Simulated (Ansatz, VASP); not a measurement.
## One calculation of Fe, two programs

```
Fe
1.0
     2.42756    0.00000    0.00000
    -1.21378    2.10233    0.00000
     0.00000    0.00000    3.84650
Fe
2
Direct
  0.33333 0.66667 0.25000
  0.66667 0.33333 0.75000
```

Alike in both runs: functional PBEsol; k mesh 12 × 12 × 6; occupations gaussian, width 0.1 eV; no spin polarisation.

Ansatz relaxed the structure, and its values are those at the end. VASP's run is a single point on that final structure, the one shown.

|  | VASP | Ansatz |
| --- | --- | --- |
| version | VASP 6.6.1 | Ansatz 0.2.0 |
| potentials or method | VASP PAW PBE potentials, release 64 (Fe), cutoff 520 eV | scalar-relativistic, plane waves, PAW |
| valence electrons in the cell | 16 | 32 |

VASP gave:

```
gap on the k mesh at the Fermi level (eV) : none
pressure (GPa)                            : -0.5
```

Problem. Estimate Ansatz's values.

Solution. gap on the k mesh at the Fermi level (eV): none; pressure (GPa): -0.2.

VASP's potentials were made for PBE, not for PBEsol. A gap of «none» marks a metal or a gap that the smearing closes. VASP's potentials hold 16 valence electrons a cell and Ansatz's 32, so a difference there can come from the potentials and not from the codes.
